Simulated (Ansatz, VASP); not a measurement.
## Two plane-wave programs on Ba2H3

```
Ba H
1.0
     7.17024    0.00000    0.00000
    -3.58512    6.20961    0.00000
     0.00000    0.00000    4.77457
Ba H
2 3
Direct
  0.33333 0.66667 0.50000
  0.66667 0.33333 0.50000
  0.33333 0.66667 0.00000
  0.66667 0.33333 0.00000
  0.00000 0.00000 0.00000
```

Alike in both runs: functional PBE; k mesh 6 × 6 × 8; occupations gaussian, width 0.1 eV; no spin polarisation.

Ansatz relaxed the structure, and its values are those at the end. VASP's run is a single point on that final structure, the one shown.

|  | VASP | Ansatz |
| --- | --- | --- |
| version | VASP 6.6.1 | Ansatz 0.2.0 |
| potentials or method | VASP PAW PBE potentials, release 64 (Ba_sv, H), cutoff 520 eV | scalar-relativistic, plane waves, PAW |
| valence electrons in the cell | 23 | 23 |

|  | VASP | Ansatz | Ansatz less VASP |
| --- | --- | --- | --- |
| gap on the k mesh at the Fermi level (eV) | none | none | - |
| pressure (GPa) | 0.2 | 0.0 | -0.22 |

A gap of «none» marks a metal or a gap that the smearing closes.

Spin-orbit coupling is off throughout.
